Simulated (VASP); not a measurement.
A run of VASP 6.6.1:

The input INCAR:

```
SYSTEM = SnO2
ALGO = Normal
EDIFF = 1E-7
EDIFFG = -0.04
ENCUT = 1340
GGA = PE
GGA_COMPAT = .False.
IBRION = 2
ISIF = 3
ISMEAR = 0
LASPH = .True.
LCHARG = .False.
LREAL = .False.
LWAVE = .False.
NELM = 120
NELMIN = 4
NSW = 90
PREC = Accurate
SIGMA = 0.1
```

File KPOINTS:

```
k-points
0
Gamma
  6 6 4
  0 0 0
```

Contents of POSCAR:

```
SnO2
1.0
    3.1774145200      0.0000000000      0.0000000000
    0.0000000000      3.1774145200      0.0000000000
    0.0000000000      0.0000000000      4.3704979600
Sn O
1 2
Direct
    0.0000000000      0.0000000000      0.3637829100
    0.5000000000      0.5000000000      0.3406719900
    0.5000000000      0.5000000000      0.0621393800
```

Potentials or basis: VASP PAW PBE potentials, release 64 (Sn_d, O_h).

Run with:

```sh
$ cat potpaw_PBE.64/Sn_d/POTCAR potpaw_PBE.64/O_h/POTCAR > POTCAR
$ mpirun -np 1 vasp_std > vasp.out
```

Hardware: 1 thread of Intel(R) Xeon(R) Platinum 8559C (Emerald Rapids), with other jobs on the host.

Q: How long does it take, and how much memory?

A: Wall time 21 min on 1 thread of Intel(R) Xeon(R) Platinum 8559C (Emerald Rapids), with other jobs on the host, peak memory 0.4 GiB. Counts: scf iterations 448, k points 30, ion steps 44.
